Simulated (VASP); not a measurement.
Set up this calculation in VASP 6.6.1, as the native input.

```yaml
Task: single point
Functional: PBEsol
Potentials_or_basis: VASP PAW PBE potentials, release 64 (C, H)
Cutoff: 520 eV
k_mesh: 1 × 1 × 1
Occupations: fermi-dirac, width 0.05 eV
Spin: no spin polarisation
Dipole_correction: no
Further_INCAR_settings: LREAL = Auto; ALGO = Normal; EDIFF = 1e-07; NBANDS = 58
```

The structure of H4C lies in POSCAR:

```
H4C
1.0
    7.3876590000      0.0000000000      0.0000000000
    0.0000000000      7.3876590000      0.0000000000
    0.0000000000      0.0000000000      7.3876590000
C H
8 32
Direct
    0.3765198150      0.7091556337      0.6874978934
   -0.0541443507      0.7784739388      0.4945003553
    0.8342561561      0.4523760504      0.9480675814
    0.2285839127      0.2425260830      0.6729601353
    0.6570552322      0.8712096755      0.0962009752
    0.7719766167      0.2938278553      0.4744804816
    0.1792042648      1.0673340499      0.1957859723
    0.3336374892      0.5284488632      0.2487120751
    0.2300187380      0.6715523822      0.6854268720
    0.4488566676      0.5751483657      0.6765878068
    0.4092230028      0.7915227273      0.8086323421
    0.3979339057      0.7872182514      0.5706002402
   -0.1073141032      0.7669682642      0.6330828210
   -0.0948609025      0.6608859451      0.4097779824
    0.0975004396      0.7952586875      0.5070889168
   -0.1137302087      0.9010026045      0.4425488507
    0.9516411085      0.5412404660      0.9819484088
    0.7813165172      0.3976361118      1.0805588076
    0.8962920460      0.3579076944      0.8534097202
    0.7279707956      0.5414705795      0.8838523814
    0.2808332112      0.2916620813      0.5485093451
    0.3311468491      0.1719353858      0.7556385588
    0.1415874772      0.1221767274      0.6521822407
    0.1543926161      0.3427743484      0.7479365250
    0.7709343379      0.7945412748      0.1523080586
    0.5332541743      0.7973973893      0.0525064841
    0.7085465098      0.9312828326     -0.0291431968
    0.6234315904      0.9818401201      0.1864054635
    0.9232830048      0.3063352004      0.4649510758
    0.7397201197      0.1753194077      0.5467496537
    0.7001135272      0.2848805014      0.3369132224
    0.7199709678      0.3982046275      0.5623296906
    0.3080001392      1.0657367916      0.2680280722
    0.0734197396      1.1128829850      0.2877230798
    0.1689980547      0.9294960691      0.1530390073
    0.1978569937      1.1563744347      0.0747598123
    0.4148946236      0.4272801438      0.1682129616
    0.2930021540      0.4825885981      0.3922081406
    0.2195282701      0.5704513432      0.1706629935
    0.4198894399      0.6476882596      0.2622752350
```

These files were run (other wordings do the same):

INCAR

```
PREC     = Accurate       # precision mode
ENCUT    = 520            # plane-wave cutoff, eV
EDIFF    = 1E-7           # SCF threshold, eV
ISMEAR   = -1             # smearing method
SIGMA    = 0.05           # smearing width, eV
LREAL    = Auto         
LASPH    = T              # aspherical terms in the spheres
NELM     = 80             # most SCF steps
ALGO     = Normal         # electronic algorithm
ISIF     = 2              # what is computed and relaxed
LWAVE    = F              # write WAVECAR
LCHARG   = F              # write CHGCAR
GGA      = PS             # functional
NBANDS   = 58             # bands
```

KPOINTS

```
Automatic mesh
0
Gamma
  1 1 1
```

Potentials or basis: VASP PAW PBE potentials, release 64 (C, H).

Launch:

```console
$ cat potpaw_PBE.64/C/POTCAR potpaw_PBE.64/H/POTCAR > POTCAR
$ mpirun -np 1 vasp_gam > vasp.out
```

Results of the run:

```
Pressure               : 0.4 GPa
Largest force          : 2.477 eV/Å
Band gap on the k mesh : 7.07 eV
```

Caveat: the k points lie up to 0.85 Å⁻¹ apart; the PAW data sets were made with another functional, which shifts forces and pressure a little.

Run time: 33 s on 1 thread of Intel(R) Xeon(R) 6975P-C (Granite Rapids), with other jobs on the host, peak memory 0.37 GiB.
